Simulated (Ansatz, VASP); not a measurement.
## SiNi: VASP beside Ansatz

Contents of INCAR:

```
PREC = Accurate ; ENCUT = 520
EDIFF = 1E-6 ; ISMEAR = 0
SIGMA = 0.15 ; LREAL = Auto
LASPH = True ; NELM = 60
ALGO = Fast ; ISIF = 2
LWAVE = False ; LCHARG = False
GGA = PS ; NBANDS = 70
```

The input KPOINTS:

```
Automatic mesh
0
Gamma
  8 12 4
```

Contents of POSCAR:

```
SiNi
1.0
   -5.0878282958      0.0000000000      0.0000000000
    0.0000000000     -3.3577714519      0.0000000000
    0.0000000000      0.0000000000     11.8056604556
Si Ni
8 8
Direct
    0.6785723358      0.2500000000      0.7428817206
    0.6785723358      0.2500000000      0.2746461443
    0.8214276642      0.7500000000      0.0405283561
    0.8214276642      0.7500000000      0.5087639325
    0.1785723358      0.2500000000      0.8959427966
    0.1785723358      0.2500000000      0.4277072203
    0.3214276642      0.7500000000      0.1935894321
    0.3214276642      0.7500000000      0.6618250085
    0.9906992690      0.7500000000      0.7900943285
    0.9906992690      0.7500000000      0.3218587521
    0.5093007310      0.2500000000      0.0877409639
    0.5093007310      0.2500000000      0.5559765403
    0.4906992690      0.7500000000      0.8487301888
    0.4906992690      0.7500000000      0.3804946124
    0.0093007310      0.2500000000      0.1463768243
    0.0093007310      0.2500000000      0.6146124006
```

Input for Ansatz:

```yaml
crystal:
  lattice:
    - [-5.0878282958, 0.0, 0.0]
    - [0.0, -3.3577714519, 0.0]
    - [0.0, 0.0, 11.8056604556]
  atoms:
    - { symbol: Si, position: [0.6785723358, 0.25, 0.7428817206] }
    - { symbol: Si, position: [0.6785723358, 0.25, 0.2746461443] }
    - { symbol: Si, position: [0.8214276642, 0.75, 0.0405283561] }
    - { symbol: Si, position: [0.8214276642, 0.75, 0.5087639325] }
    - { symbol: Si, position: [0.1785723358, 0.25, 0.8959427966] }
    - { symbol: Si, position: [0.1785723358, 0.25, 0.4277072203] }
    - { symbol: Si, position: [0.3214276642, 0.75, 0.1935894321] }
    - { symbol: Si, position: [0.3214276642, 0.75, 0.6618250085] }
    - { symbol: Ni, position: [0.990699269, 0.75, 0.7900943285] }
    - { symbol: Ni, position: [0.990699269, 0.75, 0.3218587521] }
    - { symbol: Ni, position: [0.509300731, 0.25, 0.0877409639] }
    - { symbol: Ni, position: [0.509300731, 0.25, 0.5559765403] }
    - { symbol: Ni, position: [0.490699269, 0.75, 0.8487301888] }
    - { symbol: Ni, position: [0.490699269, 0.75, 0.3804946124] }
    - { symbol: Ni, position: [0.009300731, 0.25, 0.1463768243] }
    - { symbol: Ni, position: [0.009300731, 0.25, 0.6146124006] }
basis:
  ecutwfc: 420
kpoints:
  mp_grid: { grid: [8, 12, 4] }
hamiltonian:
  xc: pbesol
scf:
  occupations: { method: gaussian, width: 0.15 }
output:
  forces: true
  stress: true
  eigenvalues: true
  write_density: true
  write_potential: true
  elf: true
  volumetric_format: npy
```

Alike in both runs: task single point; functional PBEsol; k mesh 8 × 12 × 4; occupations gaussian, width 0.15 eV; no spin polarisation.

|  | VASP | Ansatz |
| --- | --- | --- |
| version | VASP 6.6.1 | Ansatz 0.2.0 |
| potentials or method | VASP PAW PBE potentials, release 64 (Si, Ni), cutoff 520 eV | scalar-relativistic, plane waves, PAW |
| valence electrons in the cell | 112 | 176 |

|  | VASP | Ansatz | Ansatz less VASP |
| --- | --- | --- | --- |
| gap on the k mesh at the Fermi level (eV) | none | none | - |
| pressure (GPa) | -4.7 | -5.0 | -0.30 |
| traceless stress, the component that is largest in VASP (GPa) | -3.87 | -3.92 | -0.051 |
| rms of the force components (eV/Å) | 0.318 | 0.318 | -0.0005 |

VASP's potentials were made for PBE, not for PBEsol. Atom by atom the forces differ by 0.007 eV/Å (rms over components). A gap of «none» marks a metal or a gap that the smearing closes. The functional is the same, so the differences come from potentials, cutoffs and numerics. VASP's potentials hold 112 valence electrons a cell and Ansatz's 176, so a difference there can come from the potentials and not from the codes.
